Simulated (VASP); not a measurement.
PbSe2, 6 atoms in the cell. It takes space group I4/mcm (No. 140, tetragonal). Conventional cell: a = 6.477 Å, b = 6.477 Å, c = 7.804 Å, α = 90.00°, β = 90.00°, γ = 90.00°. Within 4.2 Å of Pb (site symmetry 422) lie 8 Se at 3.20 Å and 2 Pb at 3.90 Å. Se (site symmetry m2m) has 1 Se at 2.38 Å and 4 Pb at 3.20 Å within 3.3 Å. 

| Property | Result |
| --- | --- |
| Program | VASP 6.6.1 |
| Task | single point |
| Functional | PBEsol |
| Potentials or basis | VASP PAW PBE potentials, release 64 (Pb_d, Se) |
| Cutoff | 520 eV |
| k mesh | 4 × 4 × 4 |
| Occupations | gaussian, width 0.1 eV |
| Spin | no spin polarisation |
| Dipole correction | no |
| Further INCAR settings | ALGO = Normal; EDIFF = 1e-06; NBANDS = 35 |

Potentials or basis: VASP PAW PBE potentials, release 64 (Pb_d, Se).

Command:

```sh
$ cat potpaw_PBE.64/Pb_d/POTCAR potpaw_PBE.64/Se/POTCAR > POTCAR
$ mpirun -np 1 vasp_std > vasp.out
```

Hardware: 1 thread of Intel(R) Xeon(R) 6975P-C (Granite Rapids), with other jobs on the host.

How long does it take, and how much memory?

Run time: 45 s on 1 thread of Intel(R) Xeon(R) 6975P-C (Granite Rapids) (shared host), peak memory 0.34 GiB. Counts: scf iterations 12, k points 13.
